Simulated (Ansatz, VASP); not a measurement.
## One calculation of TaN, two programs

INCAR

```
  PREC = Accurate
  ENCUT = 700
  EDIFF = 1E-6
  ISMEAR = 0
  SIGMA = 0.05
  LREAL = False
  LASPH = True
  NELM = 200
  ALGO = Normal
  ISIF = 2
  LWAVE = False
  LCHARG = False
  LMAXMIX = 4
  LDAU = True
  LDAUTYPE = 2
  LDAUL = 2 -1
  LDAUU = 4 0
  LDAUJ = 0 0
  LDAUPRINT = 1
  GGA = CA
  NBANDS = 36
  GGA_COMPAT = False
```

Contents of KPOINTS:

```
Automatic mesh
0
Gamma
  4 4 7
```

The input POSCAR:

```
TaN
1.0
    5.1850002000      0.0000000000      0.0000000000
   -2.5925001000      4.4903418900      0.0000000000
    0.0000000000      0.0000000000      2.9080005300
Ta N
3 3
Direct
    0.0000000000      0.0000000000      0.0000000000
    0.3333333333      0.6666666667      0.5000000000
    0.6666666667      0.3333333333      0.5000000000
    0.5000000000      0.0000000000      0.0000000000
    0.5000000000      0.5000000000      0.0000000000
    0.0000000000      0.5000000000      0.0000000000
```

Input for Ansatz:

```yaml
crystal:
  lattice:
    - [5.1850002, 0.0, 0.0]
    - [-2.5925001, 4.49034189, 0.0]
    - [0.0, 0.0, 2.90800053]
  atoms:
    - { symbol: Ta, position: [0.0, 0.0, 0.0] }
    - { symbol: Ta, position: [0.3333333333, 0.6666666667, 0.5] }
    - { symbol: Ta, position: [0.6666666667, 0.3333333333, 0.5] }
    - { symbol: "N", position: [0.5, 0.0, 0.0] }
    - { symbol: "N", position: [0.5, 0.5, 0.0] }
    - { symbol: "N", position: [0.0, 0.5, 0.0] }
basis:
  ecutwfc: 420
  ecutrho_ratio: 4
kpoints:
  mp_grid: { grid: [4, 4, 7] }
hamiltonian:
  xc: lda
  hubbard:
    sites:
      - { site: 0, l: d, u_eff: 4.0 }
      - { site: 1, l: d, u_eff: 4.0 }
      - { site: 2, l: d, u_eff: 4.0 }
scf:
  occupations: { method: gaussian, width: 0.05 }
  lower_state_search: "off"
  max_iter: 150
output:
  forces: true
  stress: true
  eigenvalues: true
  populations: true
  hubbard: { sites: [{ site: 0, l: d }, { site: 1, l: d }, { site: 2, l: d }] }
```

Alike in both runs: task single point; functional LDA; k mesh 4 × 4 × 7; occupations gaussian, width 0.05 eV; no spin polarisation; Hubbard terms Ta d U = 4.0 eV.

|  | VASP | Ansatz |
| --- | --- | --- |
| version | VASP 6.6.1 | Ansatz 0.2.0 |
| potentials or method | VASP PAW LDA potentials, release 64 (Ta_sv_GW, N), cutoff 700 eV | scalar-relativistic, plane waves, PAW |
| valence electrons in the cell | 54 | 54 |

```csv
,VASP,Ansatz,Ansatz less VASP
gap on the k mesh at the Fermi level (eV),none,none,-
pressure (GPa),8.6,-1.2,-9.83
"traceless stress, the component that is largest in VASP (GPa)",1.18,-3.45,-4.622
```

LDA's correlation is that of Perdew and Zunger in VASP and of Perdew and Wang (1992) in Ansatz. The programs project onto different local orbitals, so the same U acts differently, and such runs can settle in different states. A gap of «none» marks a metal or a gap that the smearing closes. Ansatz's warnings: filled band counts differ across k points.

Spin-orbit coupling is off throughout.
